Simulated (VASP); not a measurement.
# Al3Cu (P4/mmm) in VASP: notebook

Runs on Al3Cu. Level: PBEsol. Tasks: vibrations by perturbation theory.

Everything below comes from runs of VASP 6.6.1. Logs are shortened: lines on timing, memory, paths and dates and some standing lists are left out, and cuts for length are marked.

## (1) The cell of the first run

It takes space group P4/mmm (No. 123, tetragonal). Conventional cell: a = 2.786 Å, b = 2.786 Å, c = 7.570 Å, α = 90.00°, β = 90.00°, γ = 90.00°. Within 4.0 Å of Al (site symmetry 4/mmm) lie 16 Al at 2.79 to 3.94 Å and 2 Cu at 3.78 Å. Within 3.4 Å of Al (site symmetry 4mm) lie 4 Cu at 2.59 Å and 9 Al at 2.79 to 3.35 Å. Within 3.4 Å of Cu (site symmetry 4/mmm) lie 8 Al at 2.59 Å and 4 Cu at 2.79 Å.

## (2) Vibrations by perturbation theory, PBEsol

The input, INCAR:

```
SYSTEM = Al3Cu
PREC     = Accurate       ! precision mode
ENCUT    = 520            ! plane-wave cutoff, eV
EDIFF    = 1E-8           ! SCF threshold, eV
ISMEAR   = -1             ! smearing method
SIGMA    = 0.15           ! smearing width, eV
LREAL    = .False.        ! projectors in reciprocal space
LASPH    = .True.         ! aspherical terms in the spheres
NELM     = 100            ! most SCF steps
ALGO     = Fast           ! electronic algorithm
ISIF     = 2              ! what is computed and relaxed
LWAVE    = .False.        ! write WAVECAR
LCHARG   = .False.        ! write CHGCAR
GGA      = PS             ! functional
NBANDS   = 18             ! bands
IBRION   = 8              ! ionic algorithm
NSW      = 1              ! ionic steps
```

The input, KPOINTS:

```
Automatic mesh
0
Gamma
  16 16 6
  0 0 0
```

The input, POSCAR:

```
Al3Cu
1.0
    2.7859707306      0.0000000000      0.0000000000
    0.0000000000      2.7859707306      0.0000000000
    0.0000000000      0.0000000000      7.5697807095
Al Cu
3 1
Direct
    0.0000000000      0.0000000000      0.5000000000
    0.5000000000      0.5000000000      0.2213906887
    0.5000000000      0.5000000000      0.7786093113
    0.0000000000      0.0000000000      0.0000000000
```

Potentials or basis: VASP PAW PBE potentials, release 64 (Al, Cu).

Run with:

```
> cat potpaw_PBE.64/Al/POTCAR potpaw_PBE.64/Cu/POTCAR > POTCAR
> mpirun -np 1 vasp_std > vasp.out
```

OUTCAR:

```text
SYSTEM = Al3Cu
   PREC = Accurate
   ENCUT = 520
   EDIFF = 1E-8
   ISMEAR = -1
   LREAL = .False.
   LASPH = .True.
   NELM = 100
   ISIF = 2
   GGA = PS
   IBRION = 8
   NSW = 1

 ion  position               nearest neighbor table
   1  0.000  0.000  0.500-   2 2.89   3 2.89   2 2.89   3 2.89   2 2.89   3 2.89   2 2.89   3 2.89

   2  0.500  0.500  0.221-   4 2.59   4 2.59   4 2.59   4 2.59   1 2.89   1 2.89   1 2.89   1 2.89
                             3 3.35
   3  0.500  0.500  0.779-   4 2.59   4 2.59   4 2.59   4 2.59   1 2.89   1 2.89   1 2.89   1 2.89
                             2 3.35
   4  0.000  0.000  0.000-   2 2.59   3 2.59   2 2.59   3 2.59   2 2.59   3 2.59   2 2.59   3 2.59

  LATTYP: Found a simple tetragonal cell.
 ALAT       =     2.7859707306
 C/A-ratio  =     2.7171070487

  Lattice vectors:

 A1 = (   2.7859707306,   0.0000000000,   0.0000000000)
 A2 = (   0.0000000000,   2.7859707306,   0.0000000000)
 A3 = (   0.0000000000,   0.0000000000,   7.5697807095)

Analysis of symmetry for initial positions (statically):
=====================================================================
 Subroutine PRICEL returns:
 Original cell was already a primitive cell.

 Routine SETGRP: Setting up the symmetry group for a
 simple tetragonal supercell.

 Subroutine GETGRP returns: Found 16 space group operations
 (whereof 16 operations were pure point group operations)
 out of a pool of 16 trial point group operations.

The static configuration has the point symmetry D_4h.

Analysis of symmetry for dynamics (positions and initial velocities):
=====================================================================
 Subroutine PRICEL returns:
 Original cell was already a primitive cell.

 Routine SETGRP: Setting up the symmetry group for a
 simple tetragonal supercell.

 Subroutine GETGRP returns: Found 16 space group operations
 (whereof 16 operations were pure point group operations)
 out of a pool of 16 trial point group operations.

The dynamic configuration has the point symmetry D_4h.

 Subroutine INISYM returns: Found 16 space group operations
 (whereof 16 operations are pure point group operations),
 and found     1 'primitive' translations

----------------------------------------------------------------------------------------

                                     Primitive cell

  volume of cell :      58.7539

  direct lattice vectors                    reciprocal lattice vectors
     2.785970731  0.000000000  0.000000000     0.358941316  0.000000000  0.000000000
     0.000000000  2.785970731  0.000000000     0.000000000  0.358941316  0.000000000
     0.000000000  0.000000000  7.569780709     0.000000000  0.000000000  0.132104223

  length of vectors
     2.785970731  2.785970731  7.569780709     0.358941316  0.358941316  0.132104223

  position of ions in fractional coordinates (direct lattice)
     0.000000000  0.000000000  0.500000000
     0.500000000  0.500000000  0.221390689
     0.500000000  0.500000000  0.778609311
     0.000000000  0.000000000  0.000000000

  ion indices of the primitive-cell ions
   primitive index   ion index
                 1           1
                 2           2
                 3           3
[... 127 lines left out ...]
 cond. band min:       8.4016173423   @ k =   0.3125   0.2500   0.5000
 fundamental gap:      0.0021106285
 Fermi energy:         8.4000603998

 k-point     1 :       0.0000    0.0000    0.0000
  band No.  band energies     occupation
      1      -2.8058      2.00000
      2      -0.3767      2.00000
      3      -0.0935      2.00000
      4       3.8653      2.00000
      5       3.9605      2.00000
      6       4.7386      2.00000
[... 481 lines left out ...]
      5       4.0606      2.00000
      6       4.1103      2.00000
[... 10 lines left out ...]
     17      16.1030      0.00000
     18      18.0464      0.00000

 [... further k-points ...]

------------------------ aborting loop because EDIFF is reached ----------------------------------------

  FORCE on cell =-STRESS in cart. coord.  units (eV):
  Direction    XX          YY          ZZ          XY          YZ          ZX
  --------------------------------------------------------------------------------------
  -------------------------------------------------------------------------------------
  Total        0.0836010      0.0836010      0.0766357      0.0000000      0.0000000      0.0000000
  in kB        2.2797429      2.2797429      2.0898032      0.0000000      0.0000000      0.0000000
  external PRESSURE =       2.2164297 kB  Pullay stress =       0.0000000 kB

 VOLUME and BASIS-vectors are now :
 -----------------------------------------------------------------------------
  energy-cutoff  :      520.00
  volume of cell :       58.75
      direct lattice vectors                 reciprocal lattice vectors
     2.785970731  0.000000000  0.000000000     0.358941316  0.000000000  0.000000000
     0.000000000  2.785970731  0.000000000     0.000000000  0.358941316  0.000000000
     0.000000000  0.000000000  7.569780709     0.000000000  0.000000000  0.132104223

 POSITION                                       TOTAL-FORCE (eV/Angst)
 -----------------------------------------------------------------------------------
      0.00000      0.00000      3.78489         0.000000      0.000000      0.000000
      1.39299      1.39299      1.67588         0.000000     -0.000000      0.021354
      1.39299      1.39299      5.89390        -0.000000     -0.000000     -0.021354
      0.00000      0.00000      0.00000         0.000000      0.000000      0.000000
 -----------------------------------------------------------------------------------
    total drift:                                0.000000      0.000000     -0.000000

  FREE ENERGIE OF THE ION-ELECTRON SYSTEM (eV)
  ---------------------------------------------------
  free  energy   TOTEN  =       -17.0096845760 eV

  energy  without entropy=      -16.9065559155  energy(sigma->0) =      -16.95812025

[... ionic steps 2 to 12 ...]

--------------------------------------- Ionic step       13  -------------------------------------------

------------------------ aborting loop because EDIFF is reached ----------------------------------------

[... ionic steps 14 to 14 ...]

--------------------------------------- Ionic step       15  -------------------------------------------

 Free energy of the ion-electron system (eV)
  ---------------------------------------------------
  ---------------------------------------------------
  free energy    TOTEN  =        -0.25353603 eV

  energy without entropy =       -0.25353602

------------------------ aborting loop because EDIFF is reached ----------------------------------------

 INTERNAL STRAIN TENSOR  FOR ION    4  DIRECTION 3   (eV/Angst):
 -----------------------------------------------------------------------------
    -0.00052  0.00000  0.00000
     0.00000 -0.00052  0.00000
     0.00000  0.00000  0.01550

 INTERNAL STRAIN TENSOR FOR ION    4 for displacements in x,y,z  (eV/Angst):
          X           Y           Z          XY          YZ          ZX
  --------------------------------------------------------------------------------
  x     0.00000     0.00000     0.00000     0.00000     0.00000     0.00000
  y     0.00000     0.00000     0.00000     0.00000     0.00000     0.00000
  z     0.00000     0.00000     0.00000     0.00000     0.00000     0.00000

 SECOND DERIVATIVES (NOT SYMMETRIZED)
 ------------------------------------
               1X          1Y          1Z          2X          2Y          2Z          3X          3Y          3Z          4X          4Y          4Z
  1X    -1.082745    0.000000    0.000000    0.734493    0.000000    0.000000    0.734493    0.000000    0.000000   -0.386241    0.000000    0.000000
  1Y    -0.000000   -1.082745    0.000000   -0.000000    0.734493    0.000000   -0.000000    0.734493    0.000000   -0.000000   -0.386241    0.000000
  1Z     0.000000    0.000000   -4.956095    0.000000   -0.000000    2.262334    0.000000    0.000000    2.262334    0.000000    0.000000    0.431426
  2X     0.736369    0.000000    0.000000   -2.746627    0.000000    0.000000    0.088832    0.000000    0.000000    1.921426    0.000000    0.000000
  2Y     0.000000    0.736369   -0.000000    0.000000   -2.746627    0.000000    0.000000    0.088832    0.000000    0.000000    1.921426    0.000000
  2Z    -0.000000    0.000000    2.271531    0.000000    0.000000   -5.640435    0.000000    0.000000    0.594303   -0.000000    0.000000    2.774601
  3X     0.736369    0.000000    0.000000    0.088832    0.000000    0.000000   -2.746627    0.000000    0.000000    1.921426    0.000000    0.000000
  3Y     0.000000    0.736369   -0.000000    0.000000    0.088832    0.000000    0.000000   -2.746627    0.000000    0.000000    1.921426    0.000000
  3Z    -0.000000    0.000000    2.271531    0.000000    0.000000    0.594303    0.000000    0.000000   -5.640435   -0.000000    0.000000    2.774601
  4X    -0.364265   -0.000000    0.000000    1.945431    0.000000    0.000000    1.945431    0.000000    0.000000   -3.526597   -0.000000    0.000000
  4Y     0.000000   -0.364265   -0.000000   -0.000000    1.945431    0.000000   -0.000000    1.945431    0.000000    0.000000   -3.526597   -0.000000
  4Z     0.000000    0.000000    0.423772    0.000000    0.000000    2.767031    0.000000    0.000000    2.767031    0.000000    0.000000   -5.957834

 Eigenvectors and eigenvalues of the dynamical matrix
 ----------------------------------------------------

   1 f  =    8.866905 THz    55.712405 2PiTHz  295.768102 cm-1    36.670555 meV
             X         Y         Z           dx          dy          dz
      0.000000  0.000000  3.784890    -0.000000    0.000000    0.614589
      1.392985  1.392985  1.675879     0.000000   -0.000000   -0.521862
      1.392985  1.392985  5.893902     0.000000   -0.000000   -0.521862
      0.000000  0.000000  0.000000    -0.000000    0.000000    0.278567
[... 71 lines left out ...]
  12 f/i=    0.032218 THz     0.202429 2PiTHz    1.074665 cm-1     0.133241 meV
             X         Y         Z           dx          dy          dz
      0.000000  0.000000  3.784890    -0.104611    0.427283    0.000000
      1.392985  1.392985  1.675879    -0.102982    0.420627    0.000000
      1.392985  1.392985  5.893902    -0.102982    0.420627    0.000000
      0.000000  0.000000  0.000000    -0.156197    0.637984    0.000000

--------------------------------------------------------------------------------------------------------

 ELASTIC MODULI CONTR FROM IONIC RELAXATION (kBar)
 Direction    XX          YY          ZZ          XY          YZ          ZX
 --------------------------------------------------------------------------------
 XX         -44.4060    -44.4060    -35.6762      0.0000      0.0000      0.0000
 YY         -44.4060    -44.4060    -35.6762      0.0000      0.0000      0.0000
 ZZ         -35.6762    -35.6762    -28.6626      0.0000      0.0000      0.0000
 XY           0.0000      0.0000      0.0000      0.0000      0.0000      0.0000
 YZ           0.0000      0.0000      0.0000      0.0000    -83.7140     -0.0000
 ZX           0.0000      0.0000      0.0000      0.0000     -0.0000    -71.1462
 --------------------------------------------------------------------------------
```

Wall time 41 min (1 thread of Oxide Virtual Turin-like, shared host); peak memory 0.96 GiB.

Results:

- Highest phonon frequency at Γ: 296 cm⁻¹

Phonon frequencies in cm⁻¹ (negative: imaginary):
```csv
q point,frequencies
"(0.000, 0.000, 0.000)",-1 -1 0 99 99 169 169 197 207 207 251 296
```

Caveat: the PAW data sets were made with another functional, which shifts forces and pressure a little.

## (3) Vibrations by perturbation theory, PBEsol (14.39 Å³/atom)

This run uses another cell than the first one, of 14.39 Å³/atom.

The input, INCAR:

```
  ALGO = Normal
  EDIFF = 1E-8
  ENCUT = 520
  GGA = PS
  IBRION = 8
  ISIF = 2
  ISMEAR = -1
  LASPH = T
  LCHARG = F
  LREAL = F
  LWAVE = F
  NBANDS = 18
  NELM = 60
  NSW = 1
  PREC = Accurate
  SIGMA = 0.15
```

The input, KPOINTS:

```
k-points
0
Gamma
  16 16 6
```

The input, POSCAR:

```
Al3Cu
1.0
    2.7675228059      0.0000000000      0.0000000000
    0.0000000000      2.7675228059      0.0000000000
    0.0000000000      0.0000000000      7.5176145816
Al Cu
3 1
Direct
    0.0000000000      0.0000000000      0.5000000000
    0.5000000000      0.5000000000      0.2222691422
    0.5000000000      0.5000000000      0.7777308578
    0.0000000000      0.0000000000      0.0000000000
```

Potentials or basis: VASP PAW PBE potentials, release 64 (Al, Cu).

Run with:

```
> cat potpaw_PBE.64/Al/POTCAR potpaw_PBE.64/Cu/POTCAR > POTCAR
> mpirun -np 1 vasp_std > vasp.out
```

OUTCAR:

```text
EDIFF = 1E-8
   ENCUT = 520
   GGA = PS
   IBRION = 8
   ISIF = 2
   ISMEAR = -1
   LASPH = T
   LREAL = F
   NELM = 60
   NSW = 1
   PREC = Accurate

 ion  position               nearest neighbor table
   1  0.000  0.000  0.500-   2 2.86   3 2.86   2 2.86   3 2.86   2 2.86   3 2.86   2 2.86   3 2.86

   2  0.500  0.500  0.222-   4 2.57   4 2.57   4 2.57   4 2.57   1 2.86   1 2.86   1 2.86   1 2.86
                             3 3.34
   3  0.500  0.500  0.778-   4 2.57   4 2.57   4 2.57   4 2.57   1 2.86   1 2.86   1 2.86   1 2.86
                             2 3.34
   4  0.000  0.000  0.000-   2 2.57   3 2.57   2 2.57   3 2.57   2 2.57   3 2.57   2 2.57   3 2.57

  LATTYP: Found a simple tetragonal cell.
 ALAT       =     2.7675228059
 C/A-ratio  =     2.7163695149

  Lattice vectors:

 A1 = (   2.7675228059,   0.0000000000,   0.0000000000)
 A2 = (   0.0000000000,   2.7675228059,   0.0000000000)
 A3 = (   0.0000000000,   0.0000000000,   7.5176145816)

Analysis of symmetry for initial positions (statically):
=====================================================================
 Subroutine PRICEL returns:
 Original cell was already a primitive cell.

 Routine SETGRP: Setting up the symmetry group for a
 simple tetragonal supercell.

 Subroutine GETGRP returns: Found 16 space group operations
 (whereof 16 operations were pure point group operations)
 out of a pool of 16 trial point group operations.

The static configuration has the point symmetry D_4h.
[... 730 lines left out ...]

------------------------ aborting loop because EDIFF is reached ----------------------------------------

 INTERNAL STRAIN TENSOR  FOR ION    4  DIRECTION 3   (eV/Angst):
 -----------------------------------------------------------------------------
    -0.00090  0.00000  0.00000
     0.00000 -0.00090  0.00000
     0.00000  0.00000  0.01623

 INTERNAL STRAIN TENSOR FOR ION    4 for displacements in x,y,z  (eV/Angst):
          X           Y           Z          XY          YZ          ZX
  --------------------------------------------------------------------------------
  x     0.00000     0.00000     0.00000     0.00000     0.00000     0.00000
  y     0.00000     0.00000     0.00000     0.00000     0.00000     0.00000
  z     0.00000     0.00000     0.00000     0.00000     0.00000     0.00000

 SECOND DERIVATIVES (NOT SYMMETRIZED)
 ------------------------------------
               1X          1Y          1Z          2X          2Y          2Z          3X          3Y          3Z          4X          4Y          4Z
  1X    -1.293129   -0.000000    0.000000    0.840914    0.000000    0.000000    0.840914   -0.000000    0.000000   -0.388699   -0.000000    0.000000
  1Y     0.000000   -1.293129    0.000000    0.000000    0.840914    0.000000    0.000000    0.840914    0.000000    0.000000   -0.388699    0.000000
  1Z     0.000000   -0.000000   -5.414629    0.000000   -0.000000    2.477229    0.000000    0.000000    2.477229    0.000000   -0.000000    0.460172
  2X     0.843476    0.000000    0.000000   -2.975984    0.000000    0.000000    0.092357    0.000000    0.000000    2.040151    0.000000    0.000000
  2Y     0.000000    0.843476    0.000000    0.000000   -2.975984   -0.000000    0.000000    0.092357    0.000000    0.000000    2.040151    0.000000
  2Z     0.000000    0.000000    2.486460    0.000000    0.000000   -6.062450    0.000000   -0.000000    0.606749    0.000000   -0.000000    2.969240
  3X     0.843476    0.000000    0.000000    0.092357    0.000000    0.000000   -2.975984    0.000000    0.000000    2.040151    0.000000    0.000000
  3Y     0.000000    0.843476    0.000000    0.000000    0.092357    0.000000    0.000000   -2.975984   -0.000000    0.000000    2.040151    0.000000
  3Z     0.000000    0.000000    2.486460    0.000000   -0.000000    0.606749    0.000000    0.000000   -6.062450    0.000000   -0.000000    2.969240
  4X    -0.370782    0.000000    0.000000    2.061862   -0.000000    0.000000    2.061862   -0.000000    0.000000   -3.752941    0.000000    0.000000
  4Y    -0.000000   -0.370782    0.000000    0.000000    2.061862    0.000000    0.000000    2.061862    0.000000   -0.000000   -3.752941    0.000000
  4Z     0.000000    0.000000    0.464581    0.000000    0.000000    2.975157    0.000000    0.000000    2.975157    0.000000    0.000000   -6.414896

 Eigenvectors and eigenvalues of the dynamical matrix
 ----------------------------------------------------

   1 f  =    9.245050 THz    58.088365 2PiTHz  308.381689 cm-1    38.234439 meV
             X         Y         Z           dx          dy          dz
      0.000000  0.000000  3.758807    -0.000000   -0.000000   -0.621144
      1.383761  1.383761  1.670934     0.000000    0.000000    0.519702
      1.383761  1.383761  5.846681     0.000000    0.000000    0.519702
      0.000000  0.000000  0.000000    -0.000000   -0.000000   -0.272030
[... 71 lines left out ...]
  12 f/i=    0.026739 THz     0.168004 2PiTHz    0.891906 cm-1     0.110582 meV
             X         Y         Z           dx          dy          dz
      0.000000  0.000000  3.758807     0.273163   -0.342370   -0.000000
      1.383761  1.383761  1.670934     0.270029   -0.338442   -0.000000
      1.383761  1.383761  5.846681     0.270029   -0.338442   -0.000000
      0.000000  0.000000  0.000000     0.410511   -0.514517   -0.000000

--------------------------------------------------------------------------------------------------------

 ELASTIC MODULI CONTR FROM IONIC RELAXATION (kBar)
 Direction    XX          YY          ZZ          XY          YZ          ZX
 --------------------------------------------------------------------------------
 XX         -43.9072    -43.9072    -33.1610      0.0000     -0.0000      0.0000
 YY         -43.9072    -43.9072    -33.1610      0.0000     -0.0000      0.0000
 ZZ         -33.1610    -33.1610    -25.0450      0.0000     -0.0000      0.0000
 XY           0.0000      0.0000      0.0000      0.0000      0.0000      0.0000
 YZ          -0.0000     -0.0000     -0.0000      0.0000    -79.6072     -0.0000
 ZX           0.0000      0.0000      0.0000      0.0000     -0.0000    -67.2568
 --------------------------------------------------------------------------------
```

It took 52 min on 1 thread of Oxide Virtual Turin-like, shared host; peak memory 0.94 GiB.

Results:

```
Highest phonon frequency at Γ : 308 cm⁻¹
```

Phonon frequencies in cm⁻¹ (negative: imaginary):
| q point | frequencies |
| --- | --- |
| (0.000, 0.000, 0.000) | -1 -1 0 108 108 176 176 205 216 216 259 308 |

Caveat: the cell stands under pressure or tension, which shifts response properties; the PAW data sets were made with another functional, which shifts forces and pressure a little.
